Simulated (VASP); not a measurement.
A run of VASP 6.6.1 is set up as follows.

Contents of INCAR:

```
SYSTEM = TiAl2
PREC = Accurate
ENCUT = 520
EDIFF = 1E-7
ISMEAR = 0
SIGMA = 0.3
LREAL = .FALSE.
LASPH = .TRUE.
NELM = 80
ALGO = Fast
ISIF = 2
LWAVE = .FALSE.
LCHARG = .FALSE.
GGA = PS
NBANDS = 27
```

File KPOINTS:

```
Automatic mesh
0
G
  10 10 10
  0 0 0
```

File POSCAR:

```
TiAl2
1.0
    1.9795500000     -6.0472000000      0.0000000000
    1.9795500000      6.0472000000      0.0000000000
    0.0000000000      0.0000000000      4.0315000000
Ti Al
2 4
Direct
    0.6490000000      0.3510000000      0.0000000000
    0.3510000000      0.6490000000      0.0000000000
    0.0000000000      0.0000000000      0.0000000000
    0.8240000000      0.1760000000      0.5000000000
    0.1760000000      0.8240000000      0.5000000000
    0.5000000000      0.5000000000      0.5000000000
```

Potentials or basis: VASP PAW PBE potentials, release 64 (Ti_sv, Al).

Launch:

```sh
$ cat potpaw_PBE.64/Ti_sv/POTCAR potpaw_PBE.64/Al/POTCAR > POTCAR
$ mpirun -np 1 vasp_std > vasp.out
```

Task: Estimate the band gap on the k mesh.

Result: Zero (bands 18 and 19 overlap by 1.05 eV).

Task: Predict the pressure.

Result: -2.6 GPa.

Task: Estimate the largest force.

Result: 0.854 eV/Å.

Stress tensor (GPa, compression positive):
```
-2.60  0.00  0.00
 0.00 -0.95  0.00
 0.00  0.00 -4.27
```

Caveat: so wide a smearing shifts energies and pressures; the PAW data sets were made with another functional, which shifts forces and pressure a little.
